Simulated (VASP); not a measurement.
Set up this calculation in VASP 6.6.1, as the native input.

```yaml
Task: single point
Functional: PBEsol
Dispersion: D3(BJ)
Potentials_or_basis: VASP PAW PBE potentials, release 64 (Co, O)
Cutoff: 520 eV
k_mesh: 11 × 11 × 11
Occupations: fermi-dirac, width 0.05 eV
Spin: collinear spin, ferromagnetic start
Starting_moments: "[2.0, 0.0] μB"
Dipole_correction: no
Further_INCAR_settings: ALGO = Normal; EDIFF = 1e-07; NBANDS = 18
```

The structure of CoO lies in POSCAR:

```
CoO
1.0
    0.0000000000      2.1259898853      2.1259898853
    2.1259898853      0.0000000000      2.1259898853
    2.1259898853      2.1259898853      0.0000000000
Co O
1 1
Direct
    0.0000000000      0.0000000000      0.0000000000
    0.5000000000      0.5000000000      0.5000000000
```

These files were run (other wordings do the same):

INCAR

```
PREC     = Accurate       # precision mode
ENCUT    = 520            # plane-wave cutoff, eV
EDIFF    = 1E-7           # SCF threshold, eV
ISMEAR   = -1             # smearing method
SIGMA    = 0.05           # smearing width, eV
LREAL    = False          # projectors in reciprocal space
LASPH    = True           # aspherical terms in the spheres
NELM     = 150            # most SCF steps
ALGO     = Normal         # electronic algorithm
ISIF     = 2              # what is computed and relaxed
LWAVE    = False          # write WAVECAR
LCHARG   = True           # write CHGCAR
ISPIN    = 2              # spin polarisation
MAGMOM   = 2 0            # initial moments
LORBIT   = 11             # projections on sites
LMAXMIX  = 4              # l up to which the mixer works
GGA      = PS             # functional
IVDW     = 12             # dispersion correction
LELF     = True           # ELF
LVHAR    = True         
NBANDS   = 18             # bands
```

KPOINTS

```
regular mesh
0
Gamma
  11 11 11
```

Potentials or basis: VASP PAW PBE potentials, release 64 (Co, O).

Command:

```console
$ cat potpaw_PBE.64/Co/POTCAR potpaw_PBE.64/O/POTCAR > POTCAR
$ mpirun -np 1 vasp_std > vasp.out
```

It gave:

The pressure is -0.6 GPa. The net moment is 2.92 μB per cell. The site moments are Co +2.55; O +0.31 μB, the valence electrons inside the program's atomic spheres are Co 7.81; O 4.95 and the dispersion energy per atom is -0.217 eV.

Caveat: the PAW data sets were made with another functional, which shifts forces and pressure a little; a cell with one magnetic atom can't hold antiferromagnetic order, which such compounds often take; pairwise dispersion overbinds metals, which lowers pressure and volume.

Wall time 25 s on 1 thread of Intel(R) Xeon(R) 6975P-C (Granite Rapids) (shared host), peak memory 0.17 GiB.
